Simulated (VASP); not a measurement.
# Cr in VASP: further runs

Cr is run at these levels: PBEsol; tasks: single point, relaxation of volume and atoms at fixed shape.

All numbers are computed with VASP 6.6.1; they aren't measurements. Logs are shortened: lines on timing, memory, paths and dates and some standing lists are left out, and cuts for length are marked.

### Step 1. The cell of the first run

The structure is tetragonal, space group I4/mmm (No. 139). Conventional cell: a = 2.828 Å, b = 2.828 Å, c = 2.807 Å, α = 90.00°, β = 90.00°, γ = 90.00°. Within 3.2 Å of Cr (site symmetry 4/mmm) lie 14 Cr at 2.44 to 2.83 Å.

### Step 2. Single point, PBEsol

Input file INCAR:

```
  ALGO = Fast
  EDIFF = 1E-6
  ENCUT = 520
  GGA = PS
  ISIF = 2
  ISMEAR = 1
  LASPH = True
  LCHARG = False
  LREAL = False
  LWAVE = False
  NBANDS = 19
  NELM = 60
  PREC = Accurate
  SIGMA = 0.1
```

Input file KPOINTS:

```
k-points
0
Gamma
  18 18 18
```

Input file POSCAR:

```
Cr
1.0
    2.8283655060      0.0000000000      0.0000000000
    0.0000000000      2.8283655060      0.0000000000
    0.0000000000      0.0000000000      2.8072583007
Cr
2
Direct
    0.0000000000      0.0000000000      0.0000000000
    0.5000000000      0.5000000000      0.5000000000
```

Potentials or basis: VASP PAW PBE potentials, release 64 (Cr_pv).

Run with:

```bash
$ cat potpaw_PBE.64/Cr_pv/POTCAR > POTCAR
$ mpirun -np 1 vasp_std > vasp.out
```

OUTCAR:

```text
EDIFF = 1E-6
   ENCUT = 520
   GGA = PS
   ISIF = 2
   ISMEAR = 1
   LASPH = True
   LREAL = False
   NELM = 60
   PREC = Accurate

 ion  position               nearest neighbor table
   1  0.000  0.000  0.000-   2 2.44   2 2.44   2 2.44   2 2.44   2 2.44   2 2.44   2 2.44   2 2.44

   2  0.500  0.500  0.500-   1 2.44   1 2.44   1 2.44   1 2.44   1 2.44   1 2.44   1 2.44   1 2.44

  LATTYP: Found a simple tetragonal cell.
 ALAT       =     2.8283655060
 C/A-ratio  =     0.9925373134

  Lattice vectors:

 A1 = (   2.8283655060,   0.0000000000,   0.0000000000)
 A2 = (   0.0000000000,   2.8283655060,   0.0000000000)
 A3 = (   0.0000000000,   0.0000000000,   2.8072583007)

Analysis of symmetry for initial positions (statically):
=====================================================================
 Subroutine PRICEL returns following result:

  LATTYP: Found a body centered tetragonal cell.
 ALAT       =     2.8283655060
 C/A-ratio  =     0.9925373134

  Lattice vectors:

 A1 = (  -1.4141827530,  -1.4141827530,  -1.4036291503)
 A2 = (   1.4141827530,   1.4141827530,  -1.4036291504)
 A3 = (   1.4141827530,  -1.4141827530,   1.4036291503)

   2 primitive cells build up your supercell.

 Routine SETGRP: Setting up the symmetry group for a
 simple tetragonal supercell.

 Subroutine GETGRP returns: Found 16 space group operations
 (whereof 16 operations were pure point group operations)
 out of a pool of 16 trial point group operations.

The static configuration has the point symmetry D_4h.

Analysis of symmetry for dynamics (positions and initial velocities):
=====================================================================
 Subroutine PRICEL returns following result:

  LATTYP: Found a body centered tetragonal cell.
 ALAT       =     2.8283655060
 C/A-ratio  =     0.9925373134

  Lattice vectors:

 A1 = (  -1.4141827530,  -1.4141827530,  -1.4036291503)
 A2 = (   1.4141827530,   1.4141827530,  -1.4036291504)
 A3 = (   1.4141827530,  -1.4141827530,   1.4036291503)

   2 primitive cells build up your supercell.

 Routine SETGRP: Setting up the symmetry group for a
 simple tetragonal supercell.

 Subroutine GETGRP returns: Found 16 space group operations
 (whereof 16 operations were pure point group operations)
 out of a pool of 16 trial point group operations.

The dynamic configuration has the point symmetry D_4h.

 Subroutine INISYM returns: Found 16 space group operations
 (whereof 16 operations are pure point group operations),
 and found     2 'primitive' translations

----------------------------------------------------------------------------------------

                                     Primitive cell

  volume of cell :      11.2285

  direct lattice vectors                    reciprocal lattice vectors
    -1.414182753 -1.414182753 -1.403629150    -0.000000000 -0.353561093 -0.356219447
     1.414182753  1.414182753 -1.403629150     0.353561093  0.000000000 -0.356219447
     1.414182753 -1.414182753  1.403629150     0.353561093 -0.353561093  0.000000000

  length of vectors
     2.443358449  2.443358449  2.443358449     0.501894153  0.501894153  0.500010893

  position of ions in fractional coordinates (direct lattice)
     0.000000000  0.000000000  0.000000000

  ion indices of the primitive-cell ions
   primitive index   ion index
                 1           1

----------------------------------------------------------------------------------------

 KPOINTS: k-points

Automatic generation of k-mesh.
 Grid dimensions read from file:
 generate k-points for:   18   18   18

 Generating k-lattice:

  Cartesian coordinates                     Fractional coordinates (reciprocal lattice)
     0.019642283  0.000000000  0.000000000     0.055555556  0.000000000  0.000000000
     0.000000000  0.019642283  0.000000000     0.000000000  0.055555556  0.000000000
     0.000000000  0.000000000  0.019789969     0.000000000  0.000000000  0.055555556

  Length of vectors
     0.019642283  0.019642283  0.019789969

  Shift w.r.t. Gamma in fractional coordinates (k-lattice)
     0.000000000  0.000000000  0.000000000

 Subroutine IBZKPT returns following result:
 ===========================================

 Found    550 irreducible k-points:

 Following reciprocal coordinates:
            Coordinates               Weight
  0.000000  0.000000  0.000000      1.000000
  0.055556  0.000000  0.000000      4.000000
  0.111111  0.000000  0.000000      4.000000
  0.166667  0.000000  0.000000      4.000000
  0.222222  0.000000  0.000000      4.000000
  0.277778  0.000000  0.000000      4.000000
[... 16 lines left out ...]
  0.277778  0.111111  0.000000      8.000000
  0.333333  0.111111  0.000000      8.000000
 [... further k-points ...]
   k-points           NKPTS =    550   k-points in BZ     NKDIM =    550   number of bands    NBANDS=     19
   number of dos      NEDOS =    301   number of ions     NIONS =      2
   total plane-waves  NPLWV =  13824
   dimension x,y,z NGX =    24 NGY =   24 NGZ =   24
   dimension x,y,z NGXF=    48 NGYF=   48 NGZF=   48
   ions per type =               2
   NGX,Y,Z   is equivalent  to a cutoff of  14.11, 14.11, 14.21 a.u.
   NGXF,Y,Z  is equivalent  to a cutoff of  28.21, 28.21, 28.43 a.u.
 SYSTEM =  unknown system
   PREC   = accura    normal or accurate (medium, high low for compatibility)
   ISTART =      0    job   : 0-new  1-cont  2-samecut
   ICHARG =      2    charge: 1-file 2-atom 10-const
   ISPIN  =      1    spin polarized calculation?
   LNONCOLLINEAR =      F non collinear calculations
   LSORBIT =      F    spin-orbit coupling
   LASPH  =      T    aspherical Exc in radial PAW
   ENCUT  =  520.0 eV  38.22 Ry    6.18 a.u.   5.26  5.26  5.22*2*pi/ulx,y,z
   NELM   =     60;   NELMIN=  2; NELMDL= -5     # of ELM steps
   EDIFF  = 0.1E-05   stopping-criterion for ELM
   LREAL  =      F    real-space projection
   EDIFFG = 0.1E-04   stopping-criterion for IOM
   NSW    =      0    number of steps for IOM
   IBRION =     -1    ionic relax: 0-MD 1-quasi-New 2-CG
   NFREE  =      0    steps in history (QN), initial steepest desc. (CG)
   ISIF   =      2    stress and relaxation
   ISYM   =      2    0-nonsym 1-usesym 2-fastsym
   POTIM  = 0.5000    time-step for ionic-motion
   TEBEG  =    0.0;   TEEND  =   0.0 temperature during run
   PSTRESS=    0.0 pullay stress
   NELECT =      24.0000    total number of electrons
   NUPDOWN=      -1.0000    fix difference up-down
   EMIN   =  10.00;   EMAX   =-10.00  energy-range for DOS
   EFERMI =   0.00;   METHOD = LEGACY
   ISMEAR =     1;   SIGMA  =   0.10  broadening in eV -4-tet -1-fermi 0-gaus
   EFERMI_NEDOS =   21; number of points for ismear=-14 and -15
   IALGO  =     68    algorithm
   IMIX   =      4    mixing-type and parameters
     AMIX     =   0.40;   BMIX     =  1.00
     AMIX_MAG =   1.60;   BMIX_MAG =  1.00
  volume/ion in A,a.u.               =      11.23        75.77
  Fermi-wavevector in a.u.,A,eV,Ry     =   1.673764  3.162954 38.116508  2.801484
  Thomas-Fermi vector in A             =   2.758678
   LORBIT       =      0    0 simple, 1 ext, 2 COOP (PROOUT), +10 PAW based schemes
   GGA     = PS    functional components
   LHFCALC =     F    Hartree Fock is set to
   AEXX    =    0.0000 exact exchange contribution
   IVDW    =     0    specifies the selected vdW correction
   LEPSILON=     F    determine dielectric tensor
   LRPA    =     F    only Hartree local field effects (RPA)
 non-spin polarized calculation
 RMM-DIIS sequential band-by-band and
 Methfessel and Paxton  Order N= 1 SIGMA  =   0.10
  energy-cutoff  :      520.00
  volume of cell :       22.46
 maximum number of plane-waves:       624
 NGX is ok and might be reduce to    24
   NGX = 11   NGY = 11   NGZ = 11

 number of electron      24.0000010 magnetization

 Free energy of the ion-electron system (eV)
  ---------------------------------------------------
  ext. energy  EPLUGINS =         0.00000000
  ---------------------------------------------------
  free energy    TOTEN  =       -20.48180693 eV

  energy without entropy =      -20.48192857  energy(sigma->0) =      -20.48184747

 E-fermi :  11.2515     XC(G=0): -14.0008

 val. band max:       11.2428863502   @ k =   0.3333   0.1111   0.0000
 cond. band min:      11.2520103912   @ k =   0.1111   0.1111   0.5000
 fundamental gap:      0.0091240410
 Fermi energy:        11.2515119442

 k-point     1 :       0.0000    0.0000    0.0000
  band No.  band energies     occupation
      1     -32.0071      2.00000
      2     -32.0071      2.00000
      3     -31.9883      2.00000
      4     -31.3094      2.00000
      5     -31.3094      2.00000
      6     -31.3055      2.00000
[... 11 lines left out ...]
     18      21.9668      0.00000
     19      22.1991      0.00000

 k-point     2 :       0.0556    0.0000    0.0000
  band No.  band energies     occupation
      1     -32.0074      2.00000
      2     -32.0015      2.00000
      3     -31.9828      2.00000
      4     -31.3207      2.00000
      5     -31.3144      2.00000
      6     -31.3104      2.00000
[... 11 lines left out ...]
     18      21.6252      0.00000
     19      22.1196      0.00000

 k-point     3 :       0.1111    0.0000    0.0000
  band No.  band energies     occupation
      1     -32.0078      2.00000
      2     -31.9849      2.00000
      3     -31.9666      2.00000
      4     -31.3535      2.00000
      5     -31.3292      2.00000
      6     -31.3248      2.00000
[... 11 lines left out ...]
     18      20.7568      0.00000
     19      22.5606      0.00000

 k-point     4 :       0.1667    0.0000    0.0000
  band No.  band energies     occupation
      1     -32.0070      2.00000
      2     -31.9579      2.00000
      3     -31.9401      2.00000
      4     -31.4052      2.00000
      5     -31.3535      2.00000
      6     -31.3485      2.00000
[... 407 lines left out ...]
     18      18.3342      0.00000
     19      18.7653      0.00000

 k-point    23 :       0.2778    0.1111    0.0000
  band No.  band energies     occupation
      1     -32.0690      2.00000
      2     -31.8455      2.00000
      3     -31.7915      2.00000
      4     -31.6556      2.00000
      5     -31.4326      2.00000
      6     -31.3659      2.00000
[... 11 lines left out ...]
     18      17.5304      0.00000
     19      18.3374      0.00000

 k-point    24 :       0.3333    0.1111    0.0000
  band No.  band energies     occupation
      1     -32.0588      2.00000
      2     -31.7979      2.00000
      3     -31.7382      2.00000
      4     -31.7367      2.00000
      5     -31.4766      2.00000
      6     -31.4053      2.00000
[... 11 lines left out ...]
     18      16.3759      0.00000
     19      18.3367      0.00000

 [... further k-points ...]

------------------------ aborting loop because EDIFF is reached ----------------------------------------

  FORCE on cell =-STRESS in cart. coord.  units (eV):
  Direction    XX          YY          ZZ          XY          YZ          ZX
  --------------------------------------------------------------------------------------
  -------------------------------------------------------------------------------------
  Total       -0.5236373     -0.5236373     -0.1195130      0.0000000      0.0000000      0.0000000
  in kB      -37.3583550    -37.3583550     -8.5265273      0.0000000      0.0000000      0.0000000
  external PRESSURE =     -27.7477457 kB  Pullay stress =       0.0000000 kB

 VOLUME and BASIS-vectors are now :
 -----------------------------------------------------------------------------
  energy-cutoff  :      520.00
  volume of cell :       22.46
      direct lattice vectors                 reciprocal lattice vectors
     2.828365506  0.000000000  0.000000000     0.353561093  0.000000000  0.000000000
     0.000000000  2.828365506  0.000000000     0.000000000  0.353561093  0.000000000
     0.000000000  0.000000000  2.807258301     0.000000000  0.000000000  0.356219447

 POSITION                                       TOTAL-FORCE (eV/Angst)
 -----------------------------------------------------------------------------------
      0.00000      0.00000      0.00000        -0.000000     -0.000000     -0.000000
      1.41418      1.41418      1.40363         0.000000      0.000000      0.000000
 -----------------------------------------------------------------------------------
    total drift:                                0.000000      0.000000     -0.000000

  FREE ENERGIE OF THE ION-ELECTRON SYSTEM (eV)
  ---------------------------------------------------
  free  energy   TOTEN  =       -20.4818069255 eV

  energy  without entropy=      -20.4819285654  energy(sigma->0) =      -20.48184747
```

Run time: 1.9 min. Hardware: 1 thread of Intel Xeon Platinum 8488C (Sapphire Rapids), shared host; peak memory 0.29 GiB.

What came out:

| Quantity | Value |
| --- | --- |
| Free energy | -20.4818 eV |
| Pressure | -2.8 GPa |
| Band gap on the k mesh | zero (band 12 reaches 12.43 eV, above the bottom of band 13 at 10.79 eV) |

Stress tensor (GPa, compression positive):
```
-3.74  0.00  0.00
 0.00 -3.74  0.00
 0.00  0.00 -0.85
```

Levels at points of the mesh, in eV from the Fermi level:
| k point | band 8 | band 9 | band 10 | band 11 | band 12 | band 13 | band 14 | band 15 | band 16 | band 17 |
| --- | --- | --- | --- | --- | --- | --- | --- | --- | --- | --- |
| (0.00, 0.00, 0.00) | -4.56 | -4.53 | -1.01 | -0.94 | -0.94 | 1.10 | 1.17 | 2.54 | 2.54 | 2.56 |
| (0.50, 0.00, 0.00) | -4.07 | -1.95 | -1.95 | -0.45 | -0.45 | -0.40 | -0.40 | 0.70 | 0.70 | 2.58 |
| (0.50, 0.50, 0.00) | -4.61 | -2.53 | -2.53 | 1.11 | 1.11 | 1.11 | 1.11 | 1.47 | 1.47 | 2.96 |
| (0.00, 0.00, 0.50) | -4.02 | -1.93 | -1.93 | -0.46 | -0.46 | -0.46 | -0.46 | 0.68 | 0.68 | 2.68 |
| (0.50, 0.00, 0.50) | -4.62 | -2.61 | -2.61 | 1.17 | 1.17 | 1.18 | 1.18 | 1.51 | 1.51 | 2.96 |
| (0.50, 0.50, 0.50) | -2.43 | -2.43 | -2.43 | -2.40 | -2.40 | 1.54 | 1.54 | 1.58 | 1.58 | 7.08 |

Caveat: the PAW data sets were made with another functional, which shifts forces and pressure a little; the run has no spin polarisation, though such a crystal can be magnetic.

(Continued in part 2 of 2.)
